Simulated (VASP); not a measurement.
# SnO2 (Fd-3m) in VASP: single point with LDA

Aim: the single point of SnO2 with LDA.

Program: VASP 6.6.1. These are calculated values, not measurements. Logs are shortened: lines on timing, memory, paths and dates and some standing lists are left out, and cuts for length are marked.

### 1 The cell of the first run

It takes space group Fd-3m (No. 227, cubic). Conventional cell: a = 8.858 Å, b = 8.858 Å, c = 8.858 Å, α = 90.00°, β = 90.00°, γ = 90.00°. Within 2.8 Å of Sn (site symmetry -3m) lie 6 O at 2.08 Å. O (site symmetry 3m) has 3 Sn at 2.08 Å and 3 O at 2.74 Å within 2.8 Å.

### 2 Single point, LDA

INCAR

```
ALGO     = Normal         # electronic algorithm
EDIFF    = 1E-6           # SCF threshold, eV
ENCUT    = 910            # plane-wave cutoff, eV
GGA_COMPAT= False        
ISIF     = 2              # what is computed and relaxed
ISMEAR   = 0              # smearing method
LASPH    = True           # aspherical terms in the spheres
LCHARG   = False          # write CHGCAR
LREAL    = False          # projectors in reciprocal space
LWAVE    = False          # write WAVECAR
NBANDS   = 64             # bands
NELM     = 120            # most SCF steps
PREC     = Accurate       # precision mode
SIGMA    = 0.05           # smearing width, eV
```

KPOINTS

```
k-points
0
Gamma
  6 6 6
```

POSCAR

```
SnO2
1.0
    0.0000000000      4.4289551266      4.4289551266
    4.4289551266      0.0000000000      4.4289551266
    4.4289551266      4.4289551266      0.0000000000
Sn O
4 8
Direct
    0.1250000000      0.1250000000      0.6250000000
    0.6250000000      0.1250000000      0.1250000000
    0.1250000000      0.6250000000      0.1250000000
    0.1250000000      0.1250000000      0.1250000000
    0.8907311159      0.8907311159      0.8907311159
    0.8907311159      0.3278066522      0.8907311159
    0.8907311159      0.8907311159      0.3278066522
    0.3278066522      0.8907311159      0.8907311159
    0.9221933478      0.3592688841      0.3592688841
    0.3592688841      0.3592688841      0.9221933478
    0.3592688841      0.9221933478      0.3592688841
    0.3592688841      0.3592688841      0.3592688841
```

Potentials or basis: VASP PAW LDA potentials, release 64 (Sn_d, O_h).

Launch:

```
> cat potpaw_LDA.64/Sn_d/POTCAR potpaw_LDA.64/O_h/POTCAR > POTCAR
> mpirun -np 1 vasp_std > vasp.out
```

OUTCAR:

```text
EDIFF = 1E-6
   ENCUT = 910
   ISIF = 2
   ISMEAR = 0
   LASPH = True
   LREAL = False
   NELM = 120
   PREC = Accurate

 ion  position               nearest neighbor table
   1  0.125  0.125  0.625-   6 2.08   8 2.08   9 2.08  11 2.08   5 2.08  12 2.08   4 3.13   2 3.13
                             3 3.13   4 3.13   3 3.13   2 3.13
   2  0.625  0.125  0.125-   6 2.08   7 2.08  10 2.08  11 2.08   5 2.08  12 2.08   4 3.13   1 3.13
                             3 3.13   1 3.13   3 3.13   4 3.13
   3  0.125  0.625  0.125-   7 2.08   8 2.08   9 2.08  10 2.08   5 2.08  12 2.08   4 3.13   1 3.13
                             1 3.13   2 3.13   4 3.13   2 3.13
   4  0.125  0.125  0.125-   6 2.08   8 2.08   9 2.08  11 2.08  10 2.08   7 2.08   1 3.13   2 3.13
                             3 3.13   1 3.13   3 3.13   2 3.13
   5  0.891  0.891  0.891-   2 2.08   3 2.08   1 2.08
   6  0.891  0.328  0.891-   1 2.08   2 2.08   4 2.08
   7  0.891  0.891  0.328-   2 2.08   3 2.08   4 2.08
   8  0.328  0.891  0.891-   1 2.08   3 2.08   4 2.08
   9  0.922  0.359  0.359-   1 2.08   3 2.08   4 2.08
  10  0.359  0.359  0.922-   2 2.08   3 2.08   4 2.08
  11  0.359  0.922  0.359-   1 2.08   2 2.08   4 2.08
  12  0.359  0.359  0.359-   2 2.08   3 2.08   1 2.08

  LATTYP: Found a face centered cubic cell.
 ALAT       =     8.8579102532

  Lattice vectors:

 A1 = (   0.0000000000,   4.4289551266,   4.4289551266)
 A2 = (   4.4289551266,   0.0000000000,   4.4289551266)
 A3 = (   4.4289551266,   4.4289551266,   0.0000000000)

Analysis of symmetry for initial positions (statically):
=====================================================================
 Subroutine PRICEL returns:
 Original cell was already a primitive cell.

 Routine SETGRP: Setting up the symmetry group for a
 face centered cubic supercell.

 Subroutine GETGRP returns: Found 48 space group operations
 (whereof 24 operations were pure point group operations)
 out of a pool of 48 trial point group operations.

The static configuration has the point symmetry T_d .
 The point group associated with its full space group is O_h .

Analysis of symmetry for dynamics (positions and initial velocities):
=====================================================================
 Subroutine PRICEL returns:
 Original cell was already a primitive cell.

 Routine SETGRP: Setting up the symmetry group for a
 face centered cubic supercell.

 Subroutine GETGRP returns: Found 48 space group operations
 (whereof 24 operations were pure point group operations)
 out of a pool of 48 trial point group operations.

The dynamic configuration has the point symmetry T_d .
 The point group associated with its full space group is O_h .

 Subroutine INISYM returns: Found 48 space group operations
 (whereof 24 operations are pure point group operations),
 and found     1 'primitive' translations

----------------------------------------------------------------------------------------

                                     Primitive cell

  volume of cell :     173.7536

  direct lattice vectors                    reciprocal lattice vectors
     0.000000000  4.428955127  4.428955127    -0.112893445  0.112893445  0.112893445
     4.428955127  0.000000000  4.428955127     0.112893445 -0.112893445  0.112893445
     4.428955127  4.428955127  0.000000000     0.112893445  0.112893445 -0.112893445

  length of vectors
     6.263488407  6.263488407  6.263488407     0.195537182  0.195537182  0.195537182

  position of ions in fractional coordinates (direct lattice)
     0.125000000  0.125000000  0.625000000
     0.625000000  0.125000000  0.125000000
     0.125000000  0.625000000  0.125000000
     0.125000000  0.125000000  0.125000000
     0.890731116  0.890731116  0.890731116
     0.890731116  0.327806652  0.890731116
     0.890731116  0.890731116  0.327806652
     0.327806652  0.890731116  0.890731116
     0.922193348  0.359268884  0.359268884
     0.359268884  0.359268884  0.922193348
     0.359268884  0.922193348  0.359268884
     0.359268884  0.359268884  0.359268884

  ion indices of the primitive-cell ions
   primitive index   ion index
                 1           1
                 2           2
                 3           3
                 4           4
                 5           5
                 6           6
                 7           7
                 8           8
                 9           9
                10          10
                11          11
                12          12

----------------------------------------------------------------------------------------

 KPOINTS: k-points

Automatic generation of k-mesh.
 Grid dimensions read from file:
 generate k-points for:    6    6    6

 Generating k-lattice:

  Cartesian coordinates                     Fractional coordinates (reciprocal lattice)
    -0.018815574  0.018815574  0.018815574     0.166666667  0.000000000  0.000000000
     0.018815574 -0.018815574  0.018815574     0.000000000  0.166666667  0.000000000
     0.018815574  0.018815574 -0.018815574     0.000000000  0.000000000  0.166666667

  Length of vectors
     0.032589530  0.032589530  0.032589530

  Shift w.r.t. Gamma in fractional coordinates (k-lattice)
     0.000000000  0.000000000  0.000000000

 Subroutine IBZKPT returns following result:
 ===========================================

 Found     16 irreducible k-points:

 Following reciprocal coordinates:
            Coordinates               Weight
  0.000000  0.000000  0.000000      1.000000
  0.166667  0.000000  0.000000      8.000000
  0.333333  0.000000  0.000000      8.000000
  0.500000  0.000000  0.000000      4.000000
  0.166667  0.166667  0.000000      6.000000
  0.333333  0.166667  0.000000     24.000000
[... 8 lines left out ...]
 -0.333333  0.333333  0.166667     24.000000
 -0.333333  0.500000  0.166667     12.000000
   k-points           NKPTS =     16   k-points in BZ     NKDIM =     16   number of bands    NBANDS=     64
   number of dos      NEDOS =    301   number of ions     NIONS =     12
   total plane-waves  NPLWV = 262144
   dimension x,y,z NGX =    64 NGY =   64 NGZ =   64
   dimension x,y,z NGXF=   128 NGYF=  128 NGZF=  128
   ions per type =               4   8
   NGX,Y,Z   is equivalent  to a cutoff of  16.99, 16.99, 16.99 a.u.
   NGXF,Y,Z  is equivalent  to a cutoff of  33.97, 33.97, 33.97 a.u.
 SYSTEM =  unknown system
   PREC   = accura    normal or accurate (medium, high low for compatibility)
   ISTART =      0    job   : 0-new  1-cont  2-samecut
   ICHARG =      2    charge: 1-file 2-atom 10-const
   ISPIN  =      1    spin polarized calculation?
   LNONCOLLINEAR =      F non collinear calculations
   LSORBIT =      F    spin-orbit coupling
   LASPH  =      T    aspherical Exc in radial PAW
   ENCUT  =  910.0 eV  66.88 Ry    8.18 a.u.  15.41 15.41 15.41*2*pi/ulx,y,z
   NELM   =    120;   NELMIN=  2; NELMDL= -5     # of ELM steps
   EDIFF  = 0.1E-05   stopping-criterion for ELM
   LREAL  =      F    real-space projection
   EDIFFG = 0.1E-04   stopping-criterion for IOM
   NSW    =      0    number of steps for IOM
   IBRION =     -1    ionic relax: 0-MD 1-quasi-New 2-CG
   NFREE  =      0    steps in history (QN), initial steepest desc. (CG)
   ISIF   =      2    stress and relaxation
   ISYM   =      2    0-nonsym 1-usesym 2-fastsym
   POTIM  = 0.5000    time-step for ionic-motion
   TEBEG  =    0.0;   TEEND  =   0.0 temperature during run
   PSTRESS=    0.0 pullay stress
   NELECT =     104.0000    total number of electrons
   NUPDOWN=      -1.0000    fix difference up-down
   EMIN   =  10.00;   EMAX   =-10.00  energy-range for DOS
   EFERMI =   0.00;   METHOD = LEGACY
   ISMEAR =     0;   SIGMA  =   0.05  broadening in eV -4-tet -1-fermi 0-gaus
   EFERMI_NEDOS =   21; number of points for ismear=-14 and -15
   IALGO  =     38    algorithm
   IMIX   =      4    mixing-type and parameters
     AMIX     =   0.40;   BMIX     =  1.00
     AMIX_MAG =   1.60;   BMIX_MAG =  1.00
  volume/ion in A,a.u.               =      14.48        97.71
  Fermi-wavevector in a.u.,A,eV,Ry     =   1.379668  2.607195 25.898478  1.903484
  Thomas-Fermi vector in A             =   2.504616
   LORBIT       =      0    0 simple, 1 ext, 2 COOP (PROOUT), +10 PAW based schemes
   GGA     = CA    functional components
   LHFCALC =     F    Hartree Fock is set to
   AEXX    =    0.0000 exact exchange contribution
   IVDW    =     0    specifies the selected vdW correction
   LEPSILON=     F    determine dielectric tensor
   LRPA    =     F    only Hartree local field effects (RPA)
 non-spin polarized calculation
 Gauss-broadening in eV      SIGMA  =   0.05
  energy-cutoff  :      910.00
  volume of cell :      173.75
 maximum number of plane-waves:     10850
 NGX is ok and might be reduce to    64
   NGX = 31   NGY = 31   NGZ = 31

 number of electron     104.0000021 magnetization

 Free energy of the ion-electron system (eV)
  ---------------------------------------------------
  ext. energy  EPLUGINS =         0.00000000
  ---------------------------------------------------
  free energy    TOTEN  =       -81.53114218 eV

  energy without entropy =      -81.53114218  energy(sigma->0) =      -81.53114218

 E-fermi :   3.4950     XC(G=0): -10.4332

 val. band max:        3.1897336752   @ k =   0.0000   0.0000   0.0000
 cond. band min:       5.2811706400   @ k =   0.0000   0.0000   0.0000
 fundamental gap:      2.0914369648
 Fermi energy:         3.4949877709

 k-point     1 :       0.0000    0.0000    0.0000
  band No.  band energies     occupation
      1     -17.4252      2.00000
      2     -17.4252      2.00000
      3     -17.4252      2.00000
      4     -16.8566      2.00000
      5     -16.5405      2.00000
      6     -16.5405      2.00000
[... 1061 lines left out ...]
     63      13.5830      0.00000
     64      13.5939      0.00000

------------------------ aborting loop because EDIFF is reached ----------------------------------------

  FORCE on cell =-STRESS in cart. coord.  units (eV):
  Direction    XX          YY          ZZ          XY          YZ          ZX
  --------------------------------------------------------------------------------------
  -------------------------------------------------------------------------------------
  Total        0.7777714      0.7777714      0.7777714      0.0000000     -0.0000000      0.0000000
  in kB        7.1718094      7.1718094      7.1718094      0.0000000     -0.0000000      0.0000000
  external PRESSURE =       7.1718094 kB  Pullay stress =       0.0000000 kB

 VOLUME and BASIS-vectors are now :
 -----------------------------------------------------------------------------
  energy-cutoff  :      910.00
  volume of cell :      173.75
      direct lattice vectors                 reciprocal lattice vectors
     0.000000000  4.428955127  4.428955127    -0.112893445  0.112893445  0.112893445
     4.428955127  0.000000000  4.428955127     0.112893445 -0.112893445  0.112893445
     4.428955127  4.428955127  0.000000000     0.112893445  0.112893445 -0.112893445

 POSITION                                       TOTAL-FORCE (eV/Angst)
 -----------------------------------------------------------------------------------
      3.32172      3.32172      1.10724        -0.000000     -0.000000     -0.000000
      1.10724      3.32172      3.32172        -0.000000     -0.000000     -0.000000
      3.32172      1.10724      3.32172        -0.000000     -0.000000     -0.000000
      1.10724      1.10724      1.10724        -0.000000     -0.000000     -0.000000
      7.89002      7.89002      7.89002        -0.058687     -0.058687     -0.058687
      5.39685      7.89002      5.39685         0.058687     -0.058687      0.058687
      5.39685      5.39685      7.89002         0.058687      0.058687     -0.058687
      7.89002      5.39685      5.39685        -0.058687      0.058687      0.058687
      3.18237      5.67554      5.67554         0.058687     -0.058687     -0.058687
      5.67554      5.67554      3.18237        -0.058687     -0.058687      0.058687
      5.67554      3.18237      5.67554        -0.058687      0.058687     -0.058687
      3.18237      3.18237      3.18237         0.058687      0.058687      0.058687
 -----------------------------------------------------------------------------------
    total drift:                               -0.000000     -0.000000     -0.000000

  FREE ENERGIE OF THE ION-ELECTRON SYSTEM (eV)
  ---------------------------------------------------
  free  energy   TOTEN  =       -81.5311421805 eV

  energy  without entropy=      -81.5311421805  energy(sigma->0) =      -81.53114218
```

It took 17 min on 1 thread of AMD EPYC 7R43 (Zen 3), shared host; peak memory 0.53 GiB.

Results:

```yaml
Free_energy: -81.5311 eV
Pressure: 0.7 GPa
Largest_force: 0.102 eV/Å
Band_gap_on_the_k_mesh: 2.09 eV
```

Forces in eV/Å, atoms in the order of the input:
```
Sn   0.000  0.000  0.000
Sn   0.000  0.000  0.000
Sn   0.000  0.000  0.000
Sn   0.000  0.000  0.000
O   -0.059 -0.059 -0.059
O    0.059 -0.059  0.059
O    0.059  0.059 -0.059
O   -0.059  0.059  0.059
O    0.059 -0.059 -0.059
O   -0.059 -0.059  0.059
O   -0.059  0.059 -0.059
O    0.059  0.059  0.059
```

Caveat: the cutoff is under 1.25 times the usual one of these potentials, so pressure, stress and relaxed cells hold a basis-set (Pulay) error; spin-orbit coupling is left out, which moves the levels of the heavy elements. A k mesh can miss the band edges.
